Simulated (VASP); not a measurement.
# Pt3Pb: relaxation of cell and atoms with LDA

Pt3Pb:

```
CELL_PARAMETERS angstrom
4.03949 0.00000 0.00000
0.00000 4.03949 0.00000
0.00000 0.00000 4.03949
ATOMIC_POSITIONS crystal
Pt 0.00000 0.50000 0.50000
Pt 0.50000 0.00000 0.50000
Pt 0.50000 0.50000 0.00000
Pb 0.00000 0.00000 0.00000
```

```yaml
Program: VASP 6.6.1
Task: relaxation of cell and atoms
Functional: LDA
Potentials_or_basis: VASP PAW LDA potentials, release 64 (Pt, Pb_d)
Cutoff: 600 eV
k_mesh: 10 × 10 × 10
Occupations: fermi-dirac, width 0.15 eV
Spin: no spin polarisation
Dipole_correction: no
Further_INCAR_settings: ALGO = Fast; EDIFF = 1e-07; IBRION = 2; EDIFFG = -0.001; NSW = 80; ISIF = 3
```

```json
{
  "Relaxed volume": "16.55 Å³/atom",
  "Relaxed cell": "a = 4.045 Å, b = 4.045 Å, c = 4.045 Å, α = 90.00°, β = 90.00°, γ = 90.00°",
  "Space group after relaxing (to 0.1 Å)": "Pm-3m (No. 221)",
  "Energy gained by relaxing": "0.2 meV/atom",
  "Ionic steps": "3",
  "Pressure after relaxing": "0.0 GPa",
  "Band gap on the k mesh": "zero (bands 22 and 23 overlap by 0.43 eV)"
}
```

Step by step:
```
step  energy change (eV)  largest force (eV/Å)  pressure (GPa)  volume (Å³)
   1              0.0000                0.0000            0.92        65.91
   2              0.0033                0.0000           -2.04        66.82
   3             -0.0008                0.0000           -0.01        66.19
```

Final structure:
```
Pt Pb
1.0
     4.04508    0.00000    0.00000
     0.00000    4.04508    0.00000
     0.00000    0.00000    4.04508
Pt Pb
3 1
Direct
  0.00000 0.50000 0.50000
  0.50000 0.00000 0.50000
  0.50000 0.50000 0.00000
  0.00000 0.00000 0.00000
```

Levels at points of the mesh, in eV from the Fermi level:
```csv
k point,band 18,band 19,band 20,band 21,band 22,band 23,band 24,band 25,band 26
"(0.00, 0.00, 0.00)",-1.10,-1.10,-1.10,-0.48,0.03,0.03,0.03,1.57,6.15
"(0.50, 0.00, 0.00)",-2.48,-2.48,-2.38,-1.17,0.03,1.08,4.06,4.06,5.54
"(0.50, 0.50, 0.00)",-2.72,-2.28,-2.12,-1.93,-1.59,0.82,0.82,4.79,7.02
"(0.50, 0.50, 0.50)",-2.45,-1.99,-1.99,-0.79,-0.40,-0.40,-0.40,-0.06,3.52
```

Run time: 4.4 min on 1 thread of Oxide Virtual Turin-like Processor, on a shared host, peak memory 0.21 GiB.

Caveat: spin-orbit coupling is left out, which moves the levels of the heavy elements.
